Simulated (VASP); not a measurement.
Set up this calculation in VASP 6.6.1, as the native input.

```yaml
Task: single point
Functional: PBE
Dispersion: D3(BJ)
Potentials_or_basis: VASP PAW PBE potentials, release 64 (Mo_sv, Te)
Cutoff: 520 eV
k_mesh: 6 × 6 × 4
Occupations: fermi-dirac, width 0.02 eV
Spin: no spin polarisation
Dipole_correction: no
Further_INCAR_settings: ALGO = Normal; EDIFF = 1e-06; NBANDS = 20
```

The structure of Te2Mo lies in POSCAR:

```
Te2Mo
1.0
    3.4574571930      0.0000000000      0.0000000000
   -1.7287285965      2.9942457616      0.0000000000
    0.0000000000      0.0000000000      7.0725606056
Mo Te
1 2
Direct
    0.0000000000      0.0000000000      0.0000000000
    0.3333333333      0.6666666667      0.2636984627
    0.6666666667      0.3333333333      0.7363015373
```

These files were run (other wordings do the same):

INCAR

```
ALGO = Normal ; EDIFF = 1E-6
ENCUT = 520 ; GGA = PE
ISIF = 2 ; ISMEAR = -1
IVDW = 12 ; LASPH = T
LCHARG = F ; LREAL = F
LWAVE = F ; NBANDS = 20
NELM = 80 ; PREC = Accurate
SIGMA = 0.02
```

KPOINTS

```
k-points
0
Gamma
  6 6 4
```

Potentials or basis: VASP PAW PBE potentials, release 64 (Mo_sv, Te).

Run with:

```console
$ cat potpaw_PBE.64/Mo_sv/POTCAR potpaw_PBE.64/Te/POTCAR > POTCAR
$ mpirun -np 1 vasp_std > vasp.out
```

Results of the run:

The pressure is 0.0 GPa, the largest force is 0.014 eV/Å and the band gap on the k mesh is zero (band 13 reaches 9.45 eV, above the bottom of band 14 at 8.82 eV). The dispersion energy per atom is -0.549 eV.

Caveat: spin-orbit coupling is left out, which moves the levels of the heavy elements.

Wall time 30 s on 1 thread of Intel(R) Xeon(R) Platinum 8259CL CPU @ 2.50GHz (Skylake/Cascade Lake) (shared host), peak memory 0.21 GiB.
